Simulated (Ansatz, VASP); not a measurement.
GaP in VASP and in Ansatz

```
Ga P
1.0
     3.89271    0.00000    0.00000
     0.00000    5.50512    0.00000
     0.00000    0.00000   24.73176
Ga P
6 6
Direct
  0.50000 0.50000 0.30325
  0.00000 0.00000 0.38195
  0.50000 0.50000 0.46065
  0.00000 0.00000 0.53935
  0.50000 0.50000 0.61805
  0.00000 0.00000 0.69675
  0.00000 0.25000 0.30325
  0.50000 0.75000 0.38195
  0.00000 0.25000 0.46065
  0.50000 0.75000 0.53935
  0.00000 0.25000 0.61805
  0.50000 0.75000 0.69675
```

Alike in both runs: task single point; functional PBE; k mesh 7 × 5 × 1; occupations gaussian, width 0.05 eV; no spin polarisation.

```csv
,VASP,Ansatz
version,VASP 6.6.1,Ansatz 0.2.0
potentials or method,"VASP PAW PBE potentials, release 64 (Ga_d, P), cutoff 520 eV","scalar-relativistic, plane waves, PAW"
valence electrons in the cell,108,108
```

|  | VASP | Ansatz | Ansatz less VASP |
| --- | --- | --- | --- |
| gap on the k mesh at the Fermi level (eV) | 0.68 | 0.67 | -0.001 |
| least direct gap on the mesh (eV) | 0.69 | 0.70 | +0.004 |
| rms of the force components (eV/Å) | 0.588 | 0.587 | -0.0019 |
